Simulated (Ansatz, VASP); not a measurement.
ZrC: VASP beside Ansatz

The input INCAR:

```
SYSTEM = ZrC
PREC = Accurate
ENCUT = 520
EDIFF = 1E-6
ISMEAR = 0
SIGMA = 0.15
LREAL = .False.
LASPH = .True.
NELM = 80
ALGO = Normal
ISIF = 2
LWAVE = .False.
LCHARG = .True.
GGA = PE
LELF = .True.
LVHAR = .True.
NBANDS = 15
```

KPOINTS

```
Automatic mesh
0
Gamma
  18 18 18
  0 0 0
```

File POSCAR:

```
ZrC
1.0
    0.0000000000      2.1621932000      2.2562016000
    2.1621932000      0.0000000000      2.2562016000
    2.1621932000      2.1621932000      0.0000000000
Zr C
1 1
Direct
    0.5000000000      0.5000000000      0.5000000000
    0.0000000000      0.0000000000      0.0000000000
```

Input for Ansatz:

```yaml
crystal:
  lattice:
    - [0.0, 2.1621932, 2.2562016]
    - [2.1621932, 0.0, 2.2562016]
    - [2.1621932, 2.1621932, 0.0]
  atoms:
    - { symbol: Zr, position: [0.5, 0.5, 0.5] }
    - { symbol: C, position: [0.0, 0.0, 0.0] }
basis:
  ecutwfc: 420
kpoints:
  mp_grid: { grid: [18, 18, 18] }
hamiltonian:
  xc: pbe
scf:
  occupations: { method: gaussian, width: 0.15 }
output:
  forces: true
  stress: true
  eigenvalues: true
```

Change from the starting cell: strain -0.080 along x and y, -0.040 along z, atoms carried along.

Alike in both runs: task single point; functional PBE; k mesh 18 × 18 × 18; occupations gaussian, width 0.15 eV; no spin polarisation.

|  | VASP | Ansatz |
| --- | --- | --- |
| version | VASP 6.6.1 | Ansatz 0.2.0 |
| potentials or method | VASP PAW PBE potentials, release 64 (Zr_sv, C), cutoff 520 eV | scalar-relativistic, plane waves, PAW |
| valence electrons in the cell | 16 | 16 |

|  | VASP | Ansatz | Ansatz less VASP |
| --- | --- | --- | --- |
| gap on the k mesh at the Fermi level (eV) | none | none | - |
| pressure (GPa) | 73.8 | 73.4 | -0.36 |
| traceless stress, the component that is largest in VASP (GPa) | -21.97 | -21.92 | +0.042 |

A gap of «none» marks a metal or a gap that the smearing closes. Both programs put the cell under a high pressure, so it lies far from rest at this level.

Noted on VASP's run: the cell as given lies far from equilibrium.
